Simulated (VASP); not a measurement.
PbS (Galena), 2 atoms in the cell. The structure is cubic, space group Fm-3m (No. 225). Conventional cell: a = 5.931 Å, b = 5.931 Å, c = 5.931 Å, α = 90.00°, β = 90.00°, γ = 90.00°. Pb (site symmetry m-3m) has 6 S at 2.97 Å within 3.9 Å. Within 3.9 Å of S (site symmetry m-3m) lie 6 Pb at 2.97 Å. 

* Program: VASP 6.6.1
* Task: vibrations by perturbation theory
* Functional: PBE
* Potentials or basis: VASP PAW PBE potentials, release 64 (Pb_d, S)
* Cutoff: 520 eV
* k mesh: 6 × 6 × 6
* Occupations: fermi-dirac, width 0.05 eV
* Spin: no spin polarisation
* Dipole correction: no
* Further INCAR settings: ALGO = Normal; EDIFF = 1e-08; NBANDS = 17; IBRION = 8; NSW = 1

Potentials or basis: VASP PAW PBE potentials, release 64 (Pb_d, S).

Command:

```sh
$ cat potpaw_PBE.64/Pb_d/POTCAR potpaw_PBE.64/S/POTCAR > POTCAR
$ mpirun -np 1 vasp_std > vasp.out
```

Hardware: 1 thread of Intel Xeon 8259CL (shared host).

How long does it take, and how much memory?

Wall time 3.2 min on 1 thread of Intel Xeon 8259CL, on a shared host, peak memory 0.25 GiB. Counts: scf iterations 45, k points 16.
